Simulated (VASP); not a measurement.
A run of VASP 6.6.1 is set up as follows.

The input POSCAR:

```
Na
1.0
    3.7640418302      0.0000000000      0.0000000000
   -1.8820209151      3.2597558458      0.0000000000
    0.0000000000      0.0000000000      6.1466803087
Na
2
Direct
    0.3333333333      0.6666666667      0.2500000000
    0.6666666667      0.3333333333      0.7500000000
```

INCAR.step1

```
PREC = Accurate
ENCUT = 520
ISMEAR = -1
SIGMA = 0.1
LREAL = False
LASPH = True
NELM = 100
NBANDS = 14
GGA = PE
ALGO = Normal
EDIFF = 1E-4
LWAVE = True
LCHARG = False
```

Contents of INCAR.step2:

```
PREC = Accurate
ENCUT = 520
EDIFF = 1E-6
ISMEAR = -1
SIGMA = 0.1
LREAL = False
LASPH = True
NELM = 100
ALGO = Normal
ISIF = 2
LWAVE = False
LCHARG = False
METAGGA = R2SCAN
LMIXTAU = True
NBANDS = 14
ISTART = 1
```

The input KPOINTS:

```
Automatic mesh
0
Gamma
  16 16 9
```

Potentials or basis: VASP PAW PBE potentials, release 64 (Na_pv).

Run with:

```bash
$ cat potpaw_PBE.64/Na_pv/POTCAR > POTCAR
$ cp INCAR.step1 INCAR
$ mpirun -np 1 vasp_std > vasp.out
$ cp INCAR.step2 INCAR
$ mpirun -np 1 vasp_std > vasp.out
```

Q: Predict the band gap on the k mesh.

A: Zero (bands 7 and 8 overlap by 3.77 eV).

Q: Predict the pressure.

A: 0.1 GPa.

Caveat: the PAW data sets were made with another functional, which shifts forces and pressure a little.
